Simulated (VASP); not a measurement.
# TiH4 (Cmmm) in VASP: notebook

The runs below take TiH4 through single point, relaxation of cell and atoms, with PBE.

Program: VASP 6.6.1. These are calculated values, not measurements. Logs are shortened: lines on timing, memory, paths and dates and some standing lists are left out, and cuts for length are marked.

## 1. The cell of the first run

It takes space group Cmmm (No. 65, orthorhombic). Conventional cell: a = 3.420 Å, b = 5.578 Å, c = 3.345 Å, α = 90.00°, β = 90.00°, γ = 90.00°. Ti (site symmetry mmm) has 10 H at 1.84 to 1.93 Å within 2.4 Å. H (site symmetry m2m) has 7 H at 1.79 to 2.12 Å and 3 Ti at 1.89 to 1.93 Å within 2.4 Å. Within 2.0 Å of H (site symmetry 2mm) lie 2 H at 1.53 to 1.89 Å and 2 Ti at 1.84 Å.

## 2. Single point, PBE

Contents of INCAR:

```
  PREC = Accurate
  ENCUT = 520
  EDIFF = 1E-7
  ISMEAR = 0
  SIGMA = 0.1
  LREAL = F
  LASPH = T
  NELM = 100
  ALGO = Normal
  ISIF = 2
  LWAVE = F
  LCHARG = T
  GGA = PE
  LELF = T
  LVHAR = T
  NBANDS = 16
```

Contents of KPOINTS:

```
regular mesh
0
Gamma
  12 12 12
```

Contents of POSCAR:

```
TiH4
1.0
    1.7098143815     -2.7890700238      0.0000000000
    1.7098143815      2.7890700238      0.0000000000
    0.0000000000      0.0000000000      3.3451477616
Ti H
1 4
Direct
    0.5000000000      0.5000000000      0.5000000000
    0.8393540512      0.1606459488      0.5000000000
    0.2760664188      0.2760664188      0.0000000000
    0.7239335812      0.7239335812      0.0000000000
    0.1606459488      0.8393540512      0.5000000000
```

Potentials or basis: VASP PAW PBE potentials, release 64 (Ti_sv, H).

The run is started by

```bash
$ cat potpaw_PBE.64/Ti_sv/POTCAR potpaw_PBE.64/H/POTCAR > POTCAR
$ mpirun -np 1 vasp_std > vasp.out
```

OUTCAR:

```text
PREC = Accurate
   ENCUT = 520
   EDIFF = 1E-7
   ISMEAR = 0
   LREAL = F
   LASPH = T
   NELM = 100
   ISIF = 2
   GGA = PE

 ion  position               nearest neighbor table
   1  0.500  0.500  0.500-   3 1.84   4 1.84   3 1.84   4 1.84   2 1.89   5 1.89
   2  0.839  0.161  0.500-   1 1.89
   3  0.276  0.276  0.000-   1 1.84   1 1.84
   4  0.724  0.724  0.000-   1 1.84   1 1.84
   5  0.161  0.839  0.500-   1 1.89

  LATTYP: Found a base centered orthorhombic cell.
 ALAT       =     3.4196287630
 B/A-ratio  =     1.6312121678
 C/A-ratio  =     0.9782195652

  Lattice vectors:

 A1 = (   1.7098143815,  -2.7890700238,   0.0000000000)
 A2 = (   1.7098143815,   2.7890700238,   0.0000000000)
 A3 = (   0.0000000000,   0.0000000000,   3.3451477616)

Analysis of symmetry for initial positions (statically):
=====================================================================
 Subroutine PRICEL returns:
 Original cell was already a primitive cell.

 Routine SETGRP: Setting up the symmetry group for a
 base centered orthorhombic supercell.

 Subroutine GETGRP returns: Found  8 space group operations
 (whereof  8 operations were pure point group operations)
 out of a pool of  8 trial point group operations.

The static configuration has the point symmetry D_2h.

Analysis of symmetry for dynamics (positions and initial velocities):
=====================================================================
 Subroutine PRICEL returns:
 Original cell was already a primitive cell.

 Routine SETGRP: Setting up the symmetry group for a
 base centered orthorhombic supercell.

 Subroutine GETGRP returns: Found  8 space group operations
 (whereof  8 operations were pure point group operations)
 out of a pool of  8 trial point group operations.

The dynamic configuration has the point symmetry D_2h.

 Subroutine INISYM returns: Found  8 space group operations
 (whereof  8 operations are pure point group operations),
 and found     1 'primitive' translations

----------------------------------------------------------------------------------------

                                     Primitive cell

  volume of cell :      31.9046

  direct lattice vectors                    reciprocal lattice vectors
     1.709814381 -2.789070024  0.000000000     0.292429404 -0.179271225  0.000000000
     1.709814381  2.789070024  0.000000000     0.292429404  0.179271225  0.000000000
     0.000000000  0.000000000  3.345147762     0.000000000  0.000000000  0.298940457

  length of vectors
     3.271448734  3.271448734  3.345147762     0.343006018  0.343006018  0.298940457

  position of ions in fractional coordinates (direct lattice)
     0.500000000  0.500000000  0.500000000
     0.839354051  0.160645949  0.500000000
     0.276066419  0.276066419  0.000000000
     0.723933581  0.723933581  0.000000000
     0.160645949  0.839354051  0.500000000

  ion indices of the primitive-cell ions
   primitive index   ion index
                 1           1
                 2           2
                 3           3
                 4           4
                 5           5

----------------------------------------------------------------------------------------

 KPOINTS: regular mesh

Automatic generation of k-mesh.
 Grid dimensions read from file:
 generate k-points for:   12   12   12

 Generating k-lattice:

  Cartesian coordinates                     Fractional coordinates (reciprocal lattice)
     0.024369117 -0.014939269  0.000000000     0.083333333  0.000000000  0.000000000
     0.024369117  0.014939269  0.000000000     0.000000000  0.083333333  0.000000000
     0.000000000  0.000000000  0.024911705     0.000000000  0.000000000  0.083333333

  Length of vectors
     0.028583835  0.028583835  0.024911705

  Shift w.r.t. Gamma in fractional coordinates (k-lattice)
     0.000000000  0.000000000  0.000000000

 Subroutine IBZKPT returns following result:
 ===========================================

 Found    301 irreducible k-points:

 Following reciprocal coordinates:
            Coordinates               Weight
  0.000000  0.000000  0.000000      1.000000
  0.083333  0.000000  0.000000      4.000000
  0.166667  0.000000  0.000000      4.000000
  0.250000  0.000000  0.000000      4.000000
  0.333333  0.000000  0.000000      4.000000
  0.416667  0.000000  0.000000      4.000000
[... 16 lines left out ...]
  0.500000  0.166667  0.000000      4.000000
 -0.416667  0.166667  0.000000      4.000000
 [... further k-points ...]
   k-points           NKPTS =    301   k-points in BZ     NKDIM =    301   number of bands    NBANDS=     16
   number of dos      NEDOS =    301   number of ions     NIONS =      5
   total plane-waves  NPLWV =  16128
   dimension x,y,z NGX =    24 NGY =   24 NGZ =   28
   dimension x,y,z NGXF=    48 NGYF=   48 NGZF=   56
   ions per type =               1   4
   NGX,Y,Z   is equivalent  to a cutoff of  12.20, 12.20, 13.92 a.u.
   NGXF,Y,Z  is equivalent  to a cutoff of  24.39, 24.39, 27.83 a.u.
 SYSTEM =  unknown system
   PREC   = accura    normal or accurate (medium, high low for compatibility)
   ISTART =      0    job   : 0-new  1-cont  2-samecut
   ICHARG =      2    charge: 1-file 2-atom 10-const
   ISPIN  =      1    spin polarized calculation?
   LNONCOLLINEAR =      F non collinear calculations
   LSORBIT =      F    spin-orbit coupling
   LASPH  =      T    aspherical Exc in radial PAW
   ENCUT  =  520.0 eV  38.22 Ry    6.18 a.u.   6.08  6.08  6.22*2*pi/ulx,y,z
   NELM   =    100;   NELMIN=  2; NELMDL= -5     # of ELM steps
   EDIFF  = 0.1E-06   stopping-criterion for ELM
   LREAL  =      F    real-space projection
   EDIFFG = 0.1E-05   stopping-criterion for IOM
   NSW    =      0    number of steps for IOM
   IBRION =     -1    ionic relax: 0-MD 1-quasi-New 2-CG
   NFREE  =      0    steps in history (QN), initial steepest desc. (CG)
   ISIF   =      2    stress and relaxation
   ISYM   =      2    0-nonsym 1-usesym 2-fastsym
   POTIM  = 0.5000    time-step for ionic-motion
   TEBEG  =    0.0;   TEEND  =   0.0 temperature during run
   PSTRESS=    0.0 pullay stress
   NELECT =      16.0000    total number of electrons
   NUPDOWN=      -1.0000    fix difference up-down
   EMIN   =  10.00;   EMAX   =-10.00  energy-range for DOS
   EFERMI =   0.00;   METHOD = LEGACY
   ISMEAR =     0;   SIGMA  =   0.10  broadening in eV -4-tet -1-fermi 0-gaus
   EFERMI_NEDOS =   21; number of points for ismear=-14 and -15
   IALGO  =     38    algorithm
   IMIX   =      4    mixing-type and parameters
     AMIX     =   0.40;   BMIX     =  1.00
     AMIX_MAG =   1.60;   BMIX_MAG =  1.00
  volume/ion in A,a.u.               =       6.38        43.06
  Fermi-wavevector in a.u.,A,eV,Ry     =   1.300659  2.457890 23.017180  1.691715
  Thomas-Fermi vector in A             =   2.431844
   LORBIT       =      0    0 simple, 1 ext, 2 COOP (PROOUT), +10 PAW based schemes
   GGA     = PE    functional components
   LHFCALC =     F    Hartree Fock is set to
   AEXX    =    0.0000 exact exchange contribution
   IVDW    =     0    specifies the selected vdW correction
   LEPSILON=     F    determine dielectric tensor
   LRPA    =     F    only Hartree local field effects (RPA)
 non-spin polarized calculation
 Gauss-broadening in eV      SIGMA  =   0.10
  energy-cutoff  :      520.00
  volume of cell :       31.90
 maximum number of plane-waves:       882
   NGX = 13   NGY = 13   NGZ = 13

 number of electron      16.0000002 magnetization

 Free energy of the ion-electron system (eV)
  ---------------------------------------------------
  ext. energy  EPLUGINS =         0.00000000
  ---------------------------------------------------
  free energy    TOTEN  =       -21.29250630 eV

  energy without entropy =      -21.28809146  energy(sigma->0) =      -21.29029888

 E-fermi :   4.7078     XC(G=0): -10.5703

 val. band max:        4.7044066606   @ k =  -0.3333   0.3333   0.2500
 cond. band min:       4.7129301068   @ k =   0.3333   0.2500   0.3333
 fundamental gap:      0.0085234462
 Fermi energy:         4.7077864741

 k-point     1 :       0.0000    0.0000    0.0000
  band No.  band energies     occupation
      1     -52.5100      2.00000
      2     -28.8342      2.00000
      3     -28.6881      2.00000
      4     -28.5775      2.00000
      5      -5.5954      2.00000
      6      -0.7565      2.00000
[... 8 lines left out ...]
     15      17.5339      0.00000
     16      18.2564      0.00000

 k-point     2 :       0.0833    0.0000    0.0000
  band No.  band energies     occupation
      1     -52.5088      2.00000
      2     -28.8402      2.00000
      3     -28.6871      2.00000
      4     -28.5862      2.00000
      5      -5.4666      2.00000
      6      -0.7015      2.00000
[... 8 lines left out ...]
     15      16.4834      0.00000
     16      18.3535      0.00000

 k-point     3 :       0.1667    0.0000    0.0000
  band No.  band energies     occupation
      1     -52.5055      2.00000
      2     -28.8574      2.00000
      3     -28.6841      2.00000
      4     -28.6087      2.00000
      5      -5.0883      2.00000
      6      -0.5586      2.00000
[... 8 lines left out ...]
     15      15.1545      0.00000
     16      18.3272      0.00000

 k-point     4 :       0.2500    0.0000    0.0000
  band No.  band energies     occupation
      1     -52.5011      2.00000
      2     -28.8834      2.00000
      3     -28.6800      2.00000
      4     -28.6368      2.00000
      5      -4.4839      2.00000
      6      -0.3978      2.00000
[... 8 lines left out ...]
     15      14.0094      0.00000
     16      18.3797      0.00000
[... 324 lines left out ...]
 k-point    22 :       0.4167    0.1667    0.0000
  band No.  band energies     occupation
      1     -52.4905      2.00000
      2     -28.9498      2.00000
      3     -28.6940      2.00000
      4     -28.6706      2.00000
      5      -1.7412      2.00000
      6      -1.5080      2.00000
[... 8 lines left out ...]
     15      17.3225      0.00000
     16      17.5621      0.00000

 k-point    23 :       0.5000    0.1667    0.0000
  band No.  band energies     occupation
      1     -52.4910      2.00000
      2     -28.9597      2.00000
      3     -28.6758      2.00000
      4     -28.6711      2.00000
      5      -2.5892      2.00000
      6      -0.6294      2.00000
[... 8 lines left out ...]
     15      16.4170      0.00000
     16      17.7125      0.00000

 k-point    24 :      -0.4167    0.1667    0.0000
  band No.  band energies     occupation
      1     -52.4934      2.00000
      2     -28.9539      2.00000
      3     -28.6733      2.00000
      4     -28.6508      2.00000
      5      -3.4412      2.00000
      6      -0.1583      2.00000
[... 8 lines left out ...]
     15      15.1243      0.00000
     16      18.0034      0.00000

 [... further k-points ...]

------------------------ aborting loop because EDIFF is reached ----------------------------------------

  FORCE on cell =-STRESS in cart. coord.  units (eV):
  Direction    XX          YY          ZZ          XY          YZ          ZX
  --------------------------------------------------------------------------------------
  -------------------------------------------------------------------------------------
  Total       -0.0247644     -0.0291763     -0.0022872      0.0000000      0.0000000      0.0000000
  in kB       -1.2436091     -1.4651651     -0.1148600      0.0000000      0.0000000      0.0000000
  external PRESSURE =      -0.9412114 kB  Pullay stress =       0.0000000 kB

 VOLUME and BASIS-vectors are now :
 -----------------------------------------------------------------------------
  energy-cutoff  :      520.00
  volume of cell :       31.90
      direct lattice vectors                 reciprocal lattice vectors
     1.709814381 -2.789070024  0.000000000     0.292429404 -0.179271225  0.000000000
     1.709814381  2.789070024  0.000000000     0.292429404  0.179271225  0.000000000
     0.000000000  0.000000000  3.345147762     0.000000000  0.000000000  0.298940457

 POSITION                                       TOTAL-FORCE (eV/Angst)
 -----------------------------------------------------------------------------------
      1.70981      0.00000      1.67257         0.000000      0.000000      0.000000
      1.70981     -1.89296      1.67257         0.000000      0.000287      0.000000
      0.94404      0.00000      0.00000        -0.000040      0.000000      0.000000
      2.47558      0.00000      0.00000         0.000040      0.000000      0.000000
      1.70981      1.89296      1.67257         0.000000     -0.000287      0.000000
 -----------------------------------------------------------------------------------
    total drift:                                0.000000     -0.000000     -0.000000

  FREE ENERGIE OF THE ION-ELECTRON SYSTEM (eV)
  ---------------------------------------------------
  free  energy   TOTEN  =       -21.2925063023 eV

  energy  without entropy=      -21.2880914626  energy(sigma->0) =      -21.29029888
```

It took 1.8 min on 1 thread of Intel Xeon Platinum 8488C (Sapphire Rapids), shared host; peak memory 0.26 GiB.

What came out:

```
Free energy            : -21.2925 eV
Pressure               : -0.1 GPa
Band gap on the k mesh : zero (band 8 reaches 5.59 eV, above the bottom of band 9 at 3.10 eV)
```

Stress tensor (GPa, compression positive):
```
-0.12  0.00  0.00
 0.00 -0.15  0.00
 0.00  0.00 -0.01
```

## 3. Relaxation of cell and atoms, PBE

Contents of INCAR:

```
SYSTEM = TiH4
PREC     = Accurate       ! precision mode
ENCUT    = 600            ! plane-wave cutoff, eV
EDIFF    = 1E-6           ! SCF threshold, eV
ISMEAR   = 0              ! smearing method
SIGMA    = 0.1            ! smearing width, eV
LREAL    = .False.        ! projectors in reciprocal space
LASPH    = .True.         ! aspherical terms in the spheres
NELM     = 100            ! most SCF steps
ALGO     = Normal         ! electronic algorithm
ISIF     = 3              ! what is computed and relaxed
LWAVE    = .False.        ! write WAVECAR
LCHARG   = .False.        ! write CHGCAR
GGA      = PE             ! functional
IBRION   = 2              ! ionic algorithm
NSW      = 100            ! ionic steps
EDIFFG   = -0.01          ! ionic threshold
```

Contents of KPOINTS:

```
regular mesh
0
Gamma
  12 12 12
  0 0 0
```

Contents of POSCAR:

```
TiH4
1.0
    1.7420798300     -2.7699219607      0.0000000000
    1.7420798300      2.7699219607      0.0000000000
    0.0000000000      0.0000000000      3.3000335636
Ti H
1 4
Direct
    0.5000000000      0.5000000000      0.5000000000
    0.8418348228      0.1581651772      0.5000000000
    0.2746759148      0.2746759148      0.0000000000
    0.7253240852      0.7253240852      0.0000000000
    0.1581651772      0.8418348228      0.5000000000
```

Potentials or basis: VASP PAW PBE potentials, release 64 (Ti_sv, H).

The run is started by

```bash
$ cat potpaw_PBE.64/Ti_sv/POTCAR potpaw_PBE.64/H/POTCAR > POTCAR
$ mpirun -np 1 vasp_std > vasp.out
```

It took 8.8 min on 1 thread of Intel Xeon Platinum 8488C (Sapphire Rapids), shared host; peak memory 0.29 GiB.

It converged, with:

| Property | Result |
| --- | --- |
| Free energy | -21.2940 eV |
| Relaxed volume | 6.38 Å³/atom |
| Relaxed cell | a = 3.272 Å, b = 3.272 Å, c = 3.343 Å, α = 90.00°, β = 90.00°, γ = 117.00° |
| Space group after relaxing (to 0.05 Å) | Cmmm (No. 65) |
| Energy gained by relaxing | 1.7 meV/atom |
| Ionic steps | 7 |
| Pressure after relaxing | 0.0 GPa |
| Largest force after relaxing | 0.005 eV/Å |
| Band gap on the k mesh | zero (band 8 reaches 5.60 eV, above the bottom of band 9 at 3.10 eV) |

Forces in eV/Å, atoms in the order of the input:
```
Ti   0.000  0.000  0.000
H    0.000 -0.003  0.000
H    0.005  0.000  0.000
H   -0.005  0.000  0.000
H    0.000  0.003  0.000
```

Stress tensor (GPa, compression positive):
```
 0.00  0.00  0.00
 0.00 -0.03  0.00
 0.00  0.00  0.10
```

Step by step:
```
step  energy change (eV)  largest force (eV/Å)  pressure (GPa)  volume (Å³)
   1              0.0000                0.0631            0.17        31.85
   2             -0.0044                0.0235           -0.13        31.88
   3             -0.0065                0.0445           -0.41        31.91
   4             -0.0074                0.0388           -0.02        31.83
   5             -0.0078                0.0312            0.50        31.71
   6             -0.0083                0.0126            0.24        31.81
   7             -0.0084                0.0054            0.03        31.89
```

Final structure:
```cif
data_structure
_symmetry_space_group_name_H-M 'P 1'
_symmetry_Int_Tables_number 1
_cell_length_a 3.2719
_cell_length_b 3.2719
_cell_length_c 3.3429
_cell_angle_alpha 90.000
_cell_angle_beta 90.000
_cell_angle_gamma 117.000
_cell_volume 31.89
loop_
_atom_site_label
_atom_site_type_symbol
_atom_site_fract_x
_atom_site_fract_y
_atom_site_fract_z
_atom_site_occupancy
Ti1 Ti 0.50000 0.50000 0.50000 1
H1 H 0.83921 0.16079 0.50000 1
H2 H 0.27532 0.27532 0.00000 1
H3 H 0.72468 0.72468 0.00000 1
H4 H 0.16079 0.83921 0.50000 1
```

Levels at points of the mesh, in eV from the Fermi level:
```
           k point  band 6  band 7  band 8  band 9  band 10  band 11
(0.00, 0.00, 0.00)   -5.45   -0.22    0.17    1.61     1.70     1.87
(0.50, 0.00, 0.00)   -6.44   -4.66    0.41    1.38     1.61     1.81
(0.50, 0.50, 0.00)   -4.94   -4.30    0.66    1.33     1.41     2.00
(0.00, 0.00, 0.50)   -6.69   -1.23   -0.01    0.32     1.20     2.06
(0.50, 0.00, 0.50)   -4.68   -4.65   -3.73    0.45     1.85     2.00
(0.50, 0.50, 0.50)   -4.86   -3.95   -1.90   -1.61     1.88     2.05
```

## 4. Single point, PBE

Contents of INCAR:

```
  PREC = Accurate
  ENCUT = 520
  EDIFF = 1E-6
  ISMEAR = 0
  SIGMA = 0.1
  LREAL = F
  LASPH = T
  NELM = 100
  ALGO = Normal
  ISIF = 2
  LWAVE = F
  LCHARG = F
  GGA = PE
  NBANDS = 16
```

Contents of KPOINTS:

```
regular mesh
0
Gamma
  6 6 6
```

POSCAR is that of step 3.

The run is started by

```bash
$ cat potpaw_PBE.64/Ti_sv/POTCAR potpaw_PBE.64/H/POTCAR > POTCAR
$ mpirun -np 1 vasp_std > vasp.out
```

Run time: 23 s. Hardware: 1 thread of Intel Xeon Platinum 8488C (Sapphire Rapids), shared host; peak memory 0.16 GiB.

The run converged. Its results:

```
Free energy            : -21.3169 eV
Pressure               : -0.2 GPa
Largest force          : 0.004 eV/Å
Band gap on the k mesh : zero (band 8 reaches 5.46 eV, above the bottom of band 9 at 3.12 eV)
```

Forces in eV/Å, atoms in the order of the input:
```
Ti   0.000  0.000  0.000
H    0.000 -0.004  0.000
H    0.003  0.000  0.000
H   -0.003  0.000  0.000
H    0.000  0.004  0.000
```

Stress tensor (GPa, compression positive):
```
-0.33  0.00  0.00
 0.00 -0.26  0.00
 0.00  0.00 -0.04
```

Levels at points of the mesh, in eV from the Fermi level:
| k point | band 5 | band 6 | band 7 | band 8 | band 9 | band 10 | band 11 | band 12 |
| --- | --- | --- | --- | --- | --- | --- | --- | --- |
| (0.00, 0.00, 0.00) | -10.40 | -5.41 | -0.41 | 0.15 | 1.47 | 1.55 | 1.79 | 2.51 |
| (0.50, 0.00, 0.00) | -6.68 | -6.58 | -4.65 | 0.37 | 1.39 | 1.55 | 1.59 | 2.78 |
| (0.50, 0.50, 0.00) | -7.86 | -4.89 | -4.41 | 0.64 | 0.91 | 1.18 | 1.90 | 2.83 |
| (0.00, 0.00, 0.50) | -8.16 | -6.67 | -1.58 | -0.16 | 0.31 | 1.07 | 1.95 | 2.35 |
| (0.50, 0.00, 0.50) | -4.86 | -4.83 | -4.65 | -3.76 | 0.32 | 1.69 | 1.93 | 4.65 |
| (0.50, 0.50, 0.50) | -5.45 | -4.76 | -3.82 | -2.30 | -1.69 | 1.84 | 1.96 | 5.21 |

(Part 1 of 2 ends here.)
